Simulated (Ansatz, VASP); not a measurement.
# One calculation of Sr2TeS, two programs

```xyz
4
Lattice="4.6327 0.0000 0.0000 0.0000 4.6327 0.0000 0.0000 0.0000 6.5552" Properties=species:S:1:pos:R:3 pbc="T T T"
S     0.0000    0.0000    0.0000
Sr    0.0000    0.0000    3.2776
Sr    2.3164    2.3164    0.0000
Te    2.3164    2.3164    3.2776
```

Alike in both runs: task single point; functional PBE; k mesh 6 × 6 × 4; no spin polarisation.

|  | VASP | Ansatz |
| --- | --- | --- |
| version | VASP 6.6.1 | Ansatz 0.2.0 |
| potentials or method | VASP PAW PBE potentials, release 64 (S, Sr_sv, Te) | plane waves, PAW |
| plane-wave cutoff (eV) | 520 | 420 |
| occupations | gaussian, width 0.01 eV | fixed |
| valence electrons in the cell | 32 | 42 |

```tsv
	VASP	Ansatz	Ansatz less VASP
gap on the k mesh at the Fermi level (eV)	2.08	2.11	+0.023
pressure (GPa)	-1.9	-2.0	-0.09
```

VASP's potentials hold 32 valence electrons a cell and Ansatz's 42, so a difference there can come from the potentials and not from the codes.

Spin-orbit coupling is off throughout.
